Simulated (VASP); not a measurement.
# ZnSi2N2 (P-3m1) in VASP: a series of runs

ZnSi2N2 is run at these levels: PBE; tasks: single point, relaxation of cell and atoms.

Program: VASP 6.6.1. These are calculated values, not measurements. Logs are shortened: lines on timing, memory, paths and dates and some standing lists are left out, and cuts for length are marked.

**1. The cell of the first run**

The structure is trigonal, space group P-3m1 (No. 164). The conventional cell has a = 3.812 Å, b = 3.812 Å, c = 6.272 Å, α = 90.00°, β = 90.00°, γ = 120.00°. Zn (site symmetry -3m) has 6 N at 2.74 Å and 6 Si at 3.24 Å within 3.6 Å. Si (site symmetry 3m) has 4 N at 2.26 to 2.33 Å and 3 Si at 2.67 Å within 3.0 Å. Within 3.0 Å of N (site symmetry 3m) lie 4 Si at 2.26 to 2.33 Å and 3 Zn at 2.74 Å.

The cell was generated, and may not be a known phase.

**2. Single point, PBE, collinear spin, ferromagnetic start**

File INCAR:

```
SYSTEM = ZnSi2N2
  PREC = Accurate
  ENCUT = 520
  EDIFF = 1E-6
  ISMEAR = 0
  SIGMA = 0.1
  LREAL = .FALSE.
  LASPH = .TRUE.
  NELM = 150
  ALGO = Fast
  ISIF = 2
  LWAVE = .FALSE.
  LCHARG = .FALSE.
  ISPIN = 2
  MAGMOM = 0 0 0 1 1
  LORBIT = 11
  GGA = PE
  NBANDS = 27
```

File KPOINTS:

```
regular mesh
0
G
  6 6 4
  0 0 0
```

File POSCAR:

```
ZnSi2N2
1.0
    3.8124870800      0.0000000000      0.0000000000
   -1.9062435400      3.3017106700      0.0000000000
    0.0000000000      0.0000000000      6.2718029200
Zn Si N
1 2 2
Direct
    0.0000000000      0.0000000000      0.0000000000
    0.3333333300      0.6666666700      0.6200000000
    0.6666666700      0.3333333300      0.3800000000
    0.3333333300      0.6666666700      0.2599999900
    0.6666666700      0.3333333300      0.7400000100
```

Potentials or basis: VASP PAW PBE potentials, release 64 (Zn, Si, N).

The run is started by

```
> cat potpaw_PBE.64/Zn/POTCAR potpaw_PBE.64/Si/POTCAR potpaw_PBE.64/N/POTCAR > POTCAR
> mpirun -np 1 vasp_std > vasp.out
```

OUTCAR:

```text
SYSTEM = ZnSi2N2
   PREC = Accurate
   ENCUT = 520
   EDIFF = 1E-6
   ISMEAR = 0
   LREAL = .FALSE.
   LASPH = .TRUE.
   NELM = 150
   ISIF = 2
   ISPIN = 2
   LORBIT = 11
   GGA = PE

 ion  position               nearest neighbor table
   1  0.000  0.000  0.000-
   2  0.333  0.667  0.620-   4 2.26   5 2.33   5 2.33   5 2.33   3 2.67   3 2.67   3 2.67
   3  0.667  0.333  0.380-   5 2.26   4 2.33   4 2.33   4 2.33   2 2.67   2 2.67   2 2.67
   4  0.333  0.667  0.260-   2 2.26   3 2.33   3 2.33   3 2.33
   5  0.667  0.333  0.740-   3 2.26   2 2.33   2 2.33   2 2.33

  LATTYP: Found a hexagonal cell.
 ALAT       =     3.8124870800
 C/A-ratio  =     1.6450686359

  Lattice vectors:

 A1 = (   3.8124870800,   0.0000000000,   0.0000000000)
 A2 = (  -1.9062435400,   3.3017106700,   0.0000000000)
 A3 = (   0.0000000000,   0.0000000000,   6.2718029200)

Analysis of symmetry for initial positions (statically):
=====================================================================
 Subroutine PRICEL returns:
 Original cell was already a primitive cell.

 Routine SETGRP: Setting up the symmetry group for a
 hexagonal supercell.

 Subroutine GETGRP returns: Found 12 space group operations
 (whereof 12 operations were pure point group operations)
 out of a pool of 24 trial point group operations.

The static configuration has the point symmetry D_3d.

Analysis of symmetry for dynamics (positions and initial velocities):
=====================================================================
 Subroutine PRICEL returns:
 Original cell was already a primitive cell.

 Routine SETGRP: Setting up the symmetry group for a
 hexagonal supercell.

 Subroutine GETGRP returns: Found 12 space group operations
 (whereof 12 operations were pure point group operations)
 out of a pool of 24 trial point group operations.

The dynamic configuration has the point symmetry D_3d.

Analysis of structural, dynamic, and magnetic symmetry:
=====================================================================
 Subroutine PRICEL returns:
 Original cell was already a primitive cell.

 Routine SETGRP: Setting up the symmetry group for a
 hexagonal supercell.

 Subroutine GETGRP returns: Found 12 space group operations
 (whereof 12 operations were pure point group operations)
 out of a pool of 24 trial point group operations.

The overall configuration has the point symmetry D_3d.

 Subroutine INISYM returns: Found 12 space group operations
 (whereof 12 operations are pure point group operations),
 and found     1 'primitive' translations

----------------------------------------------------------------------------------------

                                     Primitive cell

  volume of cell :      78.9478

  direct lattice vectors                    reciprocal lattice vectors
     3.812487080  0.000000000  0.000000000     0.262295971  0.151436649  0.000000000
    -1.906243540  3.301710670  0.000000000     0.000000000  0.302873298  0.000000000
     0.000000000  0.000000000  6.271802920     0.000000000  0.000000000  0.159443786

  length of vectors
     3.812487080  3.812487086  6.271802920     0.302873299  0.302873298  0.159443786

  position of ions in fractional coordinates (direct lattice)
     0.000000000  0.000000000  0.000000000
     0.333333330  0.666666670  0.620000000
     0.666666670  0.333333330  0.380000000
     0.333333330  0.666666670  0.259999990
     0.666666670  0.333333330  0.740000010

  ion indices of the primitive-cell ions
   primitive index   ion index
                 1           1
                 2           2
                 3           3
                 4           4
                 5           5

----------------------------------------------------------------------------------------

 KPOINTS: regular mesh

Automatic generation of k-mesh.
 Grid dimensions read from file:
 generate k-points for:    6    6    4

 Generating k-lattice:

  Cartesian coordinates                     Fractional coordinates (reciprocal lattice)
     0.043715995  0.025239442  0.000000000     0.166666667  0.000000000  0.000000000
     0.000000000  0.050478883  0.000000000     0.000000000  0.166666667  0.000000000
     0.000000000  0.000000000  0.039860946     0.000000000  0.000000000  0.250000000

  Length of vectors
     0.050478883  0.050478883  0.039860946

  Shift w.r.t. Gamma in fractional coordinates (k-lattice)
     0.000000000  0.000000000  0.000000000

 Subroutine IBZKPT returns following result:
 ===========================================

 Found     24 irreducible k-points:

 Following reciprocal coordinates:
            Coordinates               Weight
  0.000000  0.000000  0.000000      1.000000
  0.166667  0.000000  0.000000      6.000000
  0.333333  0.000000  0.000000      6.000000
  0.500000  0.000000  0.000000      3.000000
  0.166667  0.166667  0.000000      6.000000
  0.333333  0.166667  0.000000     12.000000
[... 16 lines left out ...]
  0.333333  0.166667  0.500000     12.000000
  0.333333  0.333333  0.500000      2.000000
   k-points           NKPTS =     24   k-points in BZ     NKDIM =     24   number of bands    NBANDS=     27
   number of dos      NEDOS =    301   number of ions     NIONS =      5
   total plane-waves  NPLWV =  37632
   dimension x,y,z NGX =    28 NGY =   28 NGZ =   48
   dimension x,y,z NGXF=    56 NGYF=   56 NGZF=   96
   ions per type =               1   2   2
   NGX,Y,Z   is equivalent  to a cutoff of  12.21, 12.21, 12.72 a.u.
   NGXF,Y,Z  is equivalent  to a cutoff of  24.42, 24.42, 25.45 a.u.
 SYSTEM =  ZnSi2N2
   PREC   = accura    normal or accurate (medium, high low for compatibility)
   ISTART =      0    job   : 0-new  1-cont  2-samecut
   ICHARG =      2    charge: 1-file 2-atom 10-const
   ISPIN  =      2    spin polarized calculation?
   LNONCOLLINEAR =      F non collinear calculations
   LSORBIT =      F    spin-orbit coupling
   LASPH  =      T    aspherical Exc in radial PAW
   ENCUT  =  520.0 eV  38.22 Ry    6.18 a.u.   7.09  7.09 11.66*2*pi/ulx,y,z
   NELM   =    150;   NELMIN=  2; NELMDL= -5     # of ELM steps
   EDIFF  = 0.1E-05   stopping-criterion for ELM
   LREAL  =      F    real-space projection
   EDIFFG = 0.1E-04   stopping-criterion for IOM
   NSW    =      0    number of steps for IOM
   IBRION =     -1    ionic relax: 0-MD 1-quasi-New 2-CG
   NFREE  =      0    steps in history (QN), initial steepest desc. (CG)
   ISIF   =      2    stress and relaxation
   ISYM   =      2    0-nonsym 1-usesym 2-fastsym
   POTIM  = 0.5000    time-step for ionic-motion
   TEBEG  =    0.0;   TEEND  =   0.0 temperature during run
   PSTRESS=    0.0 pullay stress
   NELECT =      30.0000    total number of electrons
   NUPDOWN=      -1.0000    fix difference up-down
   EMIN   =  10.00;   EMAX   =-10.00  energy-range for DOS
   EFERMI =   0.00;   METHOD = LEGACY
   ISMEAR =     0;   SIGMA  =   0.10  broadening in eV -4-tet -1-fermi 0-gaus
   EFERMI_NEDOS =   21; number of points for ismear=-14 and -15
   IALGO  =     68    algorithm
   IMIX   =      4    mixing-type and parameters
     AMIX     =   0.40;   BMIX     =  1.00
     AMIX_MAG =   1.60;   BMIX_MAG =  1.00
  volume/ion in A,a.u.               =      15.79       106.55
  Fermi-wavevector in a.u.,A,eV,Ry     =   1.185774  2.240788 19.130613  1.406060
  Thomas-Fermi vector in A             =   2.321961
   LORBIT       =     11    0 simple, 1 ext, 2 COOP (PROOUT), +10 PAW based schemes
   GGA     = PE    functional components
   LHFCALC =     F    Hartree Fock is set to
   AEXX    =    0.0000 exact exchange contribution
   IVDW    =     0    specifies the selected vdW correction
   LEPSILON=     F    determine dielectric tensor
   LRPA    =     F    only Hartree local field effects (RPA)
 spin polarized calculation
 RMM-DIIS sequential band-by-band and
 Gauss-broadening in eV      SIGMA  =   0.10
  energy-cutoff  :      520.00
  volume of cell :       78.95
 maximum number of plane-waves:      2136
   NGX = 15   NGY = 15   NGZ = 23

 number of electron      30.0000002 magnetization      -0.0001761

 number of electron      30.0000002 magnetization       0.0003971

 Free energy of the ion-electron system (eV)
  ---------------------------------------------------
  ext. energy  EPLUGINS =         0.00000000
  ---------------------------------------------------
  free energy    TOTEN  =       -22.59523789 eV

  energy without entropy =      -22.58152058  energy(sigma->0) =      -22.58837924

 E-fermi :   4.5127     XC(G=0): -10.0647

 val. band max:        4.4908699957   @ k =  -0.1667   0.5000   0.2500
 cond. band min:       4.5639207511   @ k =   0.3333   0.1667   0.0000
 fundamental gap:      0.0730507554
 Fermi energy:         4.5127260298

 spin component 1

 k-point     1 :       0.0000    0.0000    0.0000
  band No.  band energies     occupation
      1     -11.2682      1.00000
      2      -9.9628      1.00000
      3      -3.8773      1.00000
      4      -2.1699      1.00000
      5      -2.1699      1.00000
      6      -2.1182      1.00000
[... 709 lines left out ...]
     26      13.5879      0.00000
     27      16.4522      0.00000
 Fermi energy:         4.5127260298

 spin component 2

 k-point     1 :       0.0000    0.0000    0.0000
  band No.  band energies     occupation
      1     -11.2679      1.00000
      2      -9.9625      1.00000
      3      -3.8772      1.00000
      4      -2.1699      1.00000
      5      -2.1699      1.00000
      6      -2.1182      1.00000
[... 709 lines left out ...]
     26      13.5878      0.00000
     27      16.4080      0.00000

------------------------ aborting loop because EDIFF is reached ----------------------------------------

  FORCE on cell =-STRESS in cart. coord.  units (eV):
  Direction    XX          YY          ZZ          XY          YZ          ZX
  --------------------------------------------------------------------------------------
  -------------------------------------------------------------------------------------
  Total       -5.8205011     -5.8205011     -8.1797636      0.0000000      0.0000000      0.0000000
  in kB     -118.1221009   -118.1221014   -166.0013193      0.0000000      0.0000000      0.0000000
  external PRESSURE =    -134.0818406 kB  Pullay stress =       0.0000000 kB

 VOLUME and BASIS-vectors are now :
 -----------------------------------------------------------------------------
  energy-cutoff  :      520.00
  volume of cell :       78.95
      direct lattice vectors                 reciprocal lattice vectors
     3.812487080  0.000000000  0.000000000     0.262295971  0.151436649  0.000000000
    -1.906243540  3.301710670  0.000000000     0.000000000  0.302873298  0.000000000
     0.000000000  0.000000000  6.271802920     0.000000000  0.000000000  0.159443786

 POSITION                                       TOTAL-FORCE (eV/Angst)
 -----------------------------------------------------------------------------------
      0.00000      0.00000      0.00000         0.000000      0.000000      0.000000
     -0.00000      2.20114      3.88852        -0.000000      0.000000      1.073514
      1.90624      1.10057      2.38329         0.000000     -0.000000     -1.073514
     -0.00000      2.20114      1.63067         0.000000     -0.000000      1.978931
      1.90624      1.10057      4.64113        -0.000000      0.000000     -1.978931
 -----------------------------------------------------------------------------------
    total drift:                                0.000000      0.000000      0.000000

  FREE ENERGIE OF THE ION-ELECTRON SYSTEM (eV)
  ---------------------------------------------------
  free  energy   TOTEN  =       -22.5952378878 eV

  energy  without entropy=      -22.5815205826  energy(sigma->0) =      -22.58837924

 total charge

# of ion       s       p       d       tot
------------------------------------------
    1        0.595   0.148   9.762  10.505
    2        0.871   0.584   0.000   1.455
    3        0.871   0.584   0.000   1.455
    4        1.367   2.068   0.000   3.435
    5        1.367   2.068   0.000   3.435
--------------------------------------------------
tot          5.072   5.451   9.762  20.285

 magnetization (x)

# of ion       s       p       d       tot
------------------------------------------
    1       -0.000   0.000  -0.000  -0.000
    2        0.000  -0.000   0.000  -0.000
    3        0.000  -0.000   0.000  -0.000
    4        0.000   0.000   0.000   0.000
    5        0.000   0.000   0.000   0.000
--------------------------------------------------
tot          0.000   0.000  -0.000   0.000
```

It took 82 s on 1 thread of Oxide Virtual Turin-like, shared host; peak memory 0.23 GiB.

What came out:

```
Free energy                                           : -22.5952 eV
Pressure                                              : -13.4 GPa
Largest force                                         : 1.979 eV/Å
Band gap on the k mesh                                : zero (filled and empty bands overlap)
Net moment                                            : 0.00 μB per cell
Valence electrons inside the program's atomic spheres : Zn 10.51; Si 1.46; N 3.44
```

Forces on the atoms (eV/Å):
```
Zn   0.000  0.000  0.000
Si   0.000  0.000  1.074
Si   0.000  0.000 -1.074
N    0.000  0.000  1.979
N    0.000  0.000 -1.979
```

Caveat: the cell stands under tension; forces of over 1 eV/Å act on the atoms, so gaps and moduli don't describe the material at rest.

**3. Relaxation of cell and atoms, PBE**

This run uses another cell than the first one, of 13.40 Å³/atom.

File INCAR:

```
ALGO     = Fast           # electronic algorithm
EDIFF    = 1E-6           # SCF threshold, eV
EDIFFG   = -0.01          # ionic threshold
ENCUT    = 600            # plane-wave cutoff, eV
GGA      = PE             # functional
IBRION   = 2              # ionic algorithm
ISIF     = 3              # what is computed and relaxed
ISMEAR   = 0              # smearing method
LASPH    = True           # aspherical terms in the spheres
LCHARG   = False          # write CHGCAR
LREAL    = False          # projectors in reciprocal space
LWAVE    = False          # write WAVECAR
NELM     = 80             # most SCF steps
NSW      = 100            # ionic steps
PREC     = Accurate       # precision mode
SIGMA    = 0.1            # smearing width, eV
```

File KPOINTS:

```
k-points
0
Gamma
  18 18 4
```

File POSCAR:

```
ZnSi2N2
1.0
    2.8695022681      0.0000000000      0.0000000000
   -1.4347511340      2.4850618604      0.0000000000
    0.0000000000      0.0000000000      9.3959642321
Zn Si N
1 2 2
Direct
    0.0000000000      0.0000000000      0.0000000000
    0.3333333333      0.6666666667      0.7553053035
    0.6666666667      0.3333333333      0.2446946965
    0.3333333333      0.6666666667      0.3092234856
    0.6666666667      0.3333333333      0.6907765144
```

Potentials or basis: VASP PAW PBE potentials, release 64 (Zn, Si, N).

The run is started by

```
> cat potpaw_PBE.64/Zn/POTCAR potpaw_PBE.64/Si/POTCAR potpaw_PBE.64/N/POTCAR > POTCAR
> mpirun -np 1 vasp_std > vasp.out
```

Wall time 15 min (1 thread of Oxide Virtual Turin-like, shared host); peak memory 0.35 GiB.

The run converged. Its results:

* Free energy: -30.3383 eV
* Relaxed volume: 13.52 Å³/atom
* Relaxed cell: a = 2.861 Å, b = 2.861 Å, c = 9.538 Å, α = 90.00°, β = 90.00°, γ = 120.00°
* Space group after relaxing (to 0.1 Å): P-3m1 (No. 164)
* Energy gained by relaxing: 1.8 meV/atom
* Ionic steps: 8
* Pressure after relaxing: 0.0 GPa
* Largest force after relaxing: 0.008 eV/Å
* Band gap on the k mesh: zero (bands 15 and 16 overlap by 0.16 eV)

Forces on the atoms (eV/Å):
```
Zn   0.000  0.000  0.000
Si   0.000  0.000  0.008
Si   0.000  0.000 -0.008
N    0.000  0.000  0.001
N    0.000  0.000 -0.001
```

The path:
```csv
step,energy change (eV),largest force (eV/Å),pressure (GPa),volume (Å³)
1,0.0000,0.2026,-0.38,67.00
2,-0.0044,0.1523,1.56,66.69
3,-0.0052,0.0935,1.08,66.78
4,-0.0090,0.0064,0.28,67.45
5,-0.0091,0.0184,0.01,67.66
6,-0.0091,0.0087,0.11,67.59
7,-0.0091,0.0129,0.00,67.61
8,-0.0091,0.0077,0.01,67.61
```

Final structure:
```
Zn Si N
1.0
     2.86094    0.00000    0.00000
    -1.43047    2.47764    0.00000
     0.00000    0.00000    9.53784
Zn Si N
1 2 2
Direct
  0.00000 0.00000 0.00000
  0.33333 0.66667 0.75389
  0.66667 0.33333 0.24611
  0.33333 0.66667 0.30933
  0.66667 0.33333 0.69067
```

Levels at points of the mesh, in eV from the Fermi level:
```csv
k point,band 12,band 13,band 14,band 15,band 16,band 17,band 18,band 19
"(0.00, 0.00, 0.00)",-3.43,-3.43,-3.43,-1.06,2.27,5.27,7.03,7.76
"(0.50, 0.00, 0.00)",-4.24,-3.49,-1.97,-1.91,0.39,1.55,3.73,3.89
"(0.00, 0.00, 0.50)",-3.43,-3.43,-3.43,-1.63,2.70,5.14,6.98,7.75
"(0.50, 0.00, 0.50)",-4.15,-3.58,-2.00,-1.97,0.53,1.56,3.70,3.92
```

The gap in the log of VASP goes by the Fermi energy; the results here count the filled bands.